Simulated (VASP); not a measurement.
Input of a VASP 6.6.1 run:

File INCAR:

```
SYSTEM = CdSe
PREC = Accurate
ENCUT = 520
EDIFF = 1E-6
ISMEAR = -1
SIGMA = 0.01
LREAL = .False.
LASPH = .True.
NELM = 150
ALGO = Normal
ISIF = 2
LWAVE = .False.
LCHARG = .False.
MAGMOM = 0 0 0 0 0 0 0 0 0 0 0 0
LORBIT = 11
LSORBIT = .True.
GGA_COMPAT = .False.
LORBMOM = .True.
GGA = PS
NBANDS = 50
```

Contents of KPOINTS:

```
regular mesh
0
Gamma
  6 6 4
  0 0 0
```

POSCAR

```
CdSe
1.0
    4.3663328084      0.0000000000      0.0000000000
   -2.1831664042      3.7813551335      0.0000000000
    0.0000000000      0.0000000000      7.1195710566
Cd Se
2 2
Direct
    0.3333333333      0.6666666667      0.0045112659
    0.6666666667      0.3333333333      0.5045112659
    0.3333333333      0.6666666667      0.3804887341
    0.6666666667      0.3333333333      0.8804887341
```

Potentials or basis: VASP PAW PBE potentials, release 64 (Cd, Se).

The run is started by

```console
$ cat potpaw_PBE.64/Cd/POTCAR potpaw_PBE.64/Se/POTCAR > POTCAR
$ mpirun -np 1 vasp_ncl > vasp.out
```

Q: What does it give for the net moment?

A: 0.00 μB per cell.

Q: Predict the pressure.

A: -1.8 GPa.

Moments on the atoms (μB; x, y, z):
```
Cd  0.00 0.00 0.00
Cd  0.00 0.00 0.00
Se  0.00 0.00 0.00
Se  0.00 0.00 0.00
```

Caveat: the PAW data sets were made with another functional, which shifts forces and pressure a little.
